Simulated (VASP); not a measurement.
# Si in VASP: further runs

Runs on Si. Level: PBE. Tasks: single point.

Everything below comes from runs of VASP 6.6.1. Logs are shortened: lines on timing, memory, paths and dates and some standing lists are left out, and cuts for length are marked.

## Step 1: The cell of the first run

The cell holds a slab with vacuum, 5 atoms: a = 2.738 Å, b = 2.738 Å, c = 24.941 Å, α = 90.00°, β = 90.00°, γ = 120.00°.

## Step 2: Single point, PBE

Input file INCAR:

```
SYSTEM = Si
PREC = Accurate
ENCUT = 520
EDIFF = 1E-6
ISMEAR = -1
SIGMA = 0.05
LREAL = .FALSE.
LASPH = .TRUE.
NELM = 100
ALGO = Normal
ISIF = 2
LWAVE = .FALSE.
LCHARG = .TRUE.
LDIPOL = .TRUE.
IDIPOL = 3
DIPOL = 0.5 0.5 0.500
GGA = PE
LELF = .TRUE.
LVHAR = .TRUE.
LVACPOTAV = .TRUE.
NBANDS = 18
```

Input file KPOINTS:

```
Automatic mesh
0
G
  14 14 1
  0 0 0
```

Input file POSCAR:

```
Si
1.0
    2.7375048443      0.0000000000      0.0000000000
   -1.3687524222      2.3707487382      0.0000000000
    0.0000000000      0.0000000000     24.9407000000
Si
5
Direct
    0.8333333333      0.1666666667      0.3272826406
    0.1666666667      0.8333333333      0.4130049301
    0.5000000000      0.5000000000      0.5000001015
    0.8333333333      0.1666666667      0.5869949715
    0.1666666667      0.8333333333      0.6727173563
```

Potentials or basis: VASP PAW PBE potentials, release 64 (Si).

Started as:

```sh
cat potpaw_PBE.64/Si/POTCAR > POTCAR
mpirun -np 1 vasp_std > vasp.out
```

OUTCAR:

```text
SYSTEM = Si
   PREC = Accurate
   ENCUT = 520
   EDIFF = 1E-6
   ISMEAR = -1
   LREAL = .FALSE.
   LASPH = .TRUE.
   NELM = 100
   ISIF = 2
   GGA = PE

 ion  position               nearest neighbor table
   1  0.833  0.167  0.327-   2 2.66   2 2.66   2 2.66
   2  0.167  0.833  0.413-   1 2.66   1 2.66   1 2.66   3 2.68   3 2.68   3 2.68
   3  0.500  0.500  0.500-   4 2.68   4 2.68   4 2.68   2 2.68   2 2.68   2 2.68
   4  0.833  0.167  0.587-   5 2.66   5 2.66   5 2.66   3 2.68   3 2.68   3 2.68
   5  0.167  0.833  0.673-   4 2.66   4 2.66   4 2.66

  LATTYP: Found a hexagonal cell.
 ALAT       =     2.7375048443
 C/A-ratio  =     9.1107418684

  Lattice vectors:

 A1 = (   2.7375048443,   0.0000000000,   0.0000000000)
 A2 = (  -1.3687524222,   2.3707487382,   0.0000000000)
 A3 = (   0.0000000000,   0.0000000000,  24.9407000000)

Analysis of symmetry for initial positions (statically):
=====================================================================
 Subroutine PRICEL returns:
 Original cell was already a primitive cell.

 Routine SETGRP: Setting up the symmetry group for a
 hexagonal supercell.

 Subroutine GETGRP returns: Found 12 space group operations
 (whereof  4 operations were pure point group operations)
 out of a pool of 24 trial point group operations.

The static configuration has the point symmetry C_2h.
 The point group associated with its full space group is D_3d.

Analysis of symmetry for dynamics (positions and initial velocities):
=====================================================================
 Subroutine PRICEL returns:
 Original cell was already a primitive cell.

 Routine SETGRP: Setting up the symmetry group for a
 hexagonal supercell.

 Subroutine GETGRP returns: Found 12 space group operations
 (whereof  4 operations were pure point group operations)
 out of a pool of 24 trial point group operations.

The dynamic configuration has the point symmetry C_2h.
 The point group associated with its full space group is D_3d.

 Subroutine INISYM returns: Found 12 space group operations
 (whereof  4 operations are pure point group operations),
 and found     1 'primitive' translations

----------------------------------------------------------------------------------------

                                     Primitive cell

  volume of cell :     161.8636

  direct lattice vectors                    reciprocal lattice vectors
     2.737504844  0.000000000  0.000000000     0.365296157  0.210903835  0.000000000
    -1.368752422  2.370748738  0.000000000     0.000000000  0.421807669  0.000000000
[... 98 lines left out ...]
   POTIM  = 0.5000    time-step for ionic-motion
   TEBEG  =    0.0;   TEEND  =   0.0 temperature during run
   PSTRESS=    0.0 pullay stress
   NELECT =      20.0000    total number of electrons
   NUPDOWN=      -1.0000    fix difference up-down
   EMIN   =  10.00;   EMAX   =-10.00  energy-range for DOS
   EFERMI =   0.00;   METHOD = LEGACY
   ISMEAR =    -1;   SIGMA  =   0.05  broadening in eV -4-tet -1-fermi 0-gaus
   EFERMI_NEDOS =   21; number of points for ismear=-14 and -15
   IALGO  =     38    algorithm
   IMIX   =      4    mixing-type and parameters
     AMIX     =   0.40;   BMIX     =  1.00
     AMIX_MAG =   1.60;   BMIX_MAG =  1.00
  volume/ion in A,a.u.               =      32.37       218.46
  Fermi-wavevector in a.u.,A,eV,Ry     =   0.815396  1.540875  9.046110  0.664870
  Thomas-Fermi vector in A             =   1.925476
   LORBIT       =      0    0 simple, 1 ext, 2 COOP (PROOUT), +10 PAW based schemes
   GGA     = PE    functional components
   LHFCALC =     F    Hartree Fock is set to
   AEXX    =    0.0000 exact exchange contribution
   IVDW    =     0    specifies the selected vdW correction
   LEPSILON=     F    determine dielectric tensor
   LRPA    =     F    only Hartree local field effects (RPA)
 non-spin polarized calculation
  energy-cutoff  :      520.00
  volume of cell :      161.86
 maximum number of plane-waves:      4385
   NGX = 11   NGY = 11   NGZ = 93

 number of electron      20.0000000 magnetization

 dipolmoment           0.000000      0.000000     -0.000000 electrons x Angstroem

 Free energy of the ion-electron system (eV)
  ---------------------------------------------------
  ext. energy  EPLUGINS =         0.00000000
  ---------------------------------------------------
  free energy    TOTEN  =       -24.01213705 eV

  energy without entropy =      -23.99940498  energy(sigma->0) =      -24.00577102

 E-fermi :   2.2138     XC(G=0):  -5.6281

 val. band max:        2.1957927888   @ k =   0.2857   0.1429   0.0000
 cond. band min:       2.2904237060   @ k =   0.3571   0.1429   0.0000
 fundamental gap:      0.0946309172
 Fermi energy:         2.2138100970

 k-point     1 :       0.0000    0.0000    0.0000
  band No.  band energies     occupation
      1     -12.2488      2.00000
      2     -11.5135      2.00000
      3     -10.1471      2.00000
      4      -8.3105      2.00000
      5      -6.1630      2.00000
      6      -3.4670      2.00000
[... 481 lines left out ...]
      5      -2.7470      2.00000
      6      -2.5069      2.00000
[... 10 lines left out ...]
     17       4.3392      0.00000
     18       5.7573      0.00000

------------------------ aborting loop because EDIFF is reached ----------------------------------------

  FORCE on cell =-STRESS in cart. coord.  units (eV):
  Direction    XX          YY          ZZ          XY          YZ          ZX
  --------------------------------------------------------------------------------------
  -------------------------------------------------------------------------------------
  Total        0.3545469      0.3545469     -0.0550838     -0.0000000      0.0000000     -0.0000000
  in kB        3.5094189      3.5094189     -0.5452368     -0.0000000      0.0000000     -0.0000000
  external PRESSURE =       2.1578670 kB  Pullay stress =       0.0000000 kB

 VOLUME and BASIS-vectors are now :
 -----------------------------------------------------------------------------
  energy-cutoff  :      520.00
  volume of cell :      161.86
      direct lattice vectors                 reciprocal lattice vectors
     2.737504844  0.000000000  0.000000000     0.365296157  0.210903835  0.000000000
    -1.368752422  2.370748738  0.000000000     0.000000000  0.421807669  0.000000000
     0.000000000  0.000000000 24.940700000     0.000000000  0.000000000  0.040095106

 POSITION                                       TOTAL-FORCE (eV/Angst)
 -----------------------------------------------------------------------------------
      2.05313      0.39512      8.16266        -0.000000     -0.000000      0.006838
     -0.68438      1.97562     10.30063         0.000000      0.000000     -0.003024
      0.68438      1.18537     12.47035         0.000000      0.000000      0.000000
      2.05313      0.39512     14.64007         0.000000      0.000000      0.003024
     -0.68438      1.97562     16.77804        -0.000000      0.000000     -0.006838
 -----------------------------------------------------------------------------------
    total drift:                               -0.000000      0.000000     -0.000014

  FREE ENERGIE OF THE ION-ELECTRON SYSTEM (eV)
  ---------------------------------------------------
  free  energy   TOTEN  =       -24.0121370526 eV

  energy  without entropy=      -23.9994049789  energy(sigma->0) =      -24.00577102

 vacuum level on the upper side and lower side of the slab         6.432         6.432
```

OSZICAR:

```text
N       E                     dE             d eps       ncg     rms          rms(c)
DAV:   1     0.746595896929E+02    0.74660E+02   -0.70527E+03   864   0.846E+02
DAV:   2    -0.198366685721E+02   -0.94496E+02   -0.87076E+02  1186   0.150E+02
DAV:   3    -0.242852623902E+02   -0.44486E+01   -0.43559E+01  1086   0.329E+01
[... 16 lines left out ...]
DAV:  20    -0.240120889153E+02   -0.28967E-04   -0.11268E-06   814   0.331E-03    0.142E-02
DAV:  21    -0.240121232683E+02   -0.34353E-04   -0.27357E-06   864   0.359E-03    0.139E-03
DAV:  22    -0.240121291793E+02   -0.59110E-05   -0.14084E-07   824   0.103E-03    0.120E-03
DAV:  23    -0.240121361355E+02   -0.69562E-05   -0.45798E-07   786   0.132E-03    0.109E-03
DAV:  24    -0.240121370526E+02   -0.91705E-06   -0.39070E-08   750   0.467E-04
   1 F= -.24012137E+02 E0= -.24005771E+02  d E =-.127321E-01
```

Run time: 2.9 min. Hardware: 1 thread of Intel Xeon 8259CL, shared host; peak memory 0.26 GiB.

What came out:

```
Free energy            : -24.0121 eV
Largest force          : 0.007 eV/Å
Band gap on the k mesh : zero (bands 10 and 11 overlap by 6.74 eV)
```

Forces on the atoms (eV/Å):
```
Si   0.000  0.000  0.007
Si   0.000  0.000 -0.003
Si   0.000  0.000  0.000
Si   0.000  0.000  0.003
Si   0.000  0.000 -0.007
```

## Step 3: Single point, PBE

Input file INCAR:

```
PREC = Accurate
ENCUT = 520
EDIFF = 1E-6
ISMEAR = -1
SIGMA = 0.05
LREAL = False
LASPH = True
NELM = 100
ALGO = Normal
ISIF = 2
LWAVE = False
LCHARG = True
LDIPOL = True
IDIPOL = 3
DIPOL = 0.5 0.5 0.500
GGA = PE
LELF = True
LVHAR = True
LVACPOTAV = True
NBANDS = 18
```

Input file KPOINTS:

```
regular mesh
0
Gamma
  14 14 1
```

POSCAR is that of step 2.

Potentials or basis: VASP PAW PBE potentials, release 64 (Si).

Started as:

```sh
cat potpaw_PBE.64/Si/POTCAR > POTCAR
mpirun -np 1 vasp_std > vasp.out
```

Wall time 3.6 min (1 thread of Intel Xeon 8259CL, shared host); peak memory 0.26 GiB.

It converged, with:

```yaml
Free_energy: -24.0121 eV
Largest_force: 0.007 eV/Å
Band_gap_on_the_k_mesh: zero (bands 10 and 11 overlap by 6.74 eV)
```

Forces in eV/Å, atoms in the order of the input:
```
Si   0.000  0.000  0.007
Si   0.000  0.000 -0.003
Si   0.000  0.000  0.000
Si   0.000  0.000  0.003
Si   0.000  0.000 -0.007
```

Levels at points of the mesh, in eV from the Fermi level:
| k point | band 8 | band 9 | band 10 | band 11 | band 12 | band 13 |
| --- | --- | --- | --- | --- | --- | --- |
| (0.00, 0.00, 0.00) | 0.10 | 2.66 | 3.93 | 4.27 | 5.49 | 5.78 |
| (0.50, 0.00, 0.00) | -4.15 | -2.25 | -2.03 | 0.15 | 0.62 | 2.60 |

The gap in the log of VASP goes by the Fermi energy; the results here count the filled bands.